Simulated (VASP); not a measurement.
Write the native input for VASP 6.6.1 that does the following.

| Quantity | Value |
| --- | --- |
| Task | single point |
| Functional | PBEsol |
| Potentials or basis | VASP PAW PBE potentials, release 64 (Au) |
| Cutoff | 520 eV |
| k mesh | 8 × 8 × 8 |
| Occupations | gaussian, width 0.1 eV |
| Spin | no spin polarisation |
| Dipole correction | no |
| Further INCAR settings | ALGO = Fast; EDIFF = 1e-07; NBANDS = 12 |

The structure of Au lies in POSCAR:

```
Au
1.0
    0.0000000000      1.9408949621      1.9408949621
    1.9408949621      0.0000000000      1.9408949621
    1.9408949621      1.9408949621      0.0000000000
Au
1
Direct
    0.0000000000      0.0000000000      0.0000000000
```

These files were run (other wordings do the same):

INCAR

```
SYSTEM = Au
PREC     = Accurate       ! precision mode
ENCUT    = 520            ! plane-wave cutoff, eV
EDIFF    = 1E-7           ! SCF threshold, eV
ISMEAR   = 0              ! smearing method
SIGMA    = 0.1            ! smearing width, eV
LREAL    = .False.        ! projectors in reciprocal space
LASPH    = .True.         ! aspherical terms in the spheres
NELM     = 100            ! most SCF steps
ALGO     = Fast           ! electronic algorithm
ISIF     = 2              ! what is computed and relaxed
LWAVE    = .False.        ! write WAVECAR
LCHARG   = .True.         ! write CHGCAR
GGA      = PS             ! functional
LELF     = .True.         ! ELF
LVHAR    = .True.       
NBANDS   = 12             ! bands
```

KPOINTS

```
Automatic mesh
0
Gamma
  8 8 8
  0 0 0
```

Potentials or basis: VASP PAW PBE potentials, release 64 (Au).

Run with:

```console
$ cat potpaw_PBE.64/Au/POTCAR > POTCAR
$ mpirun -np 1 vasp_std > vasp.out
```

Results of the run:

The pressure is 42.1 GPa.

Caveat: the PAW data sets were made with another functional, which shifts forces and pressure a little.

Wall time 7.8 s on 1 thread of AMD EPYC 7R13 Processor (Zen 3), on a shared host, peak memory 0.09 GiB.
